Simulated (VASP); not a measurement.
ZnS, 2 atoms in the cell. It takes space group F-43m (No. 216, cubic). The conventional cell has a = 5.388 Å, b = 5.388 Å, c = 5.388 Å, α = 90.00°, β = 90.00°, γ = 90.00°. Within 3.1 Å of Zn (site symmetry -43m) lie 4 S at 2.33 Å. S (site symmetry -43m) has 4 Zn at 2.33 Å within 3.1 Å. 

| Item | Value |
| --- | --- |
| Program | VASP 6.6.1 |
| Task | single point |
| Functional | LDA |
| Potentials or basis | VASP PAW LDA potentials, release 64 (Zn, S) |
| Cutoff | 520 eV |
| k mesh | 8 × 8 × 8 |
| Occupations | gaussian, width 0.01 eV |
| Spin | no spin polarisation |
| Dipole correction | no |
| Further INCAR settings | ALGO = Normal; EDIFF = 1e-06; NBANDS = 16 |

Potentials or basis: VASP PAW LDA potentials, release 64 (Zn, S).

Launch:

```bash
$ cat potpaw_LDA.64/Zn/POTCAR potpaw_LDA.64/S/POTCAR > POTCAR
$ mpirun -np 1 vasp_std > vasp.out
```

Hardware: 1 thread of Intel(R) Xeon(R) 6975P-C (Granite Rapids) (shared host).

Estimate the wall time of this run.

It took 6.2 s on 1 thread of Intel(R) Xeon(R) 6975P-C (Granite Rapids), with other jobs on the host, peak memory 0.14 GiB. Counts: scf iterations 12, k points 29.
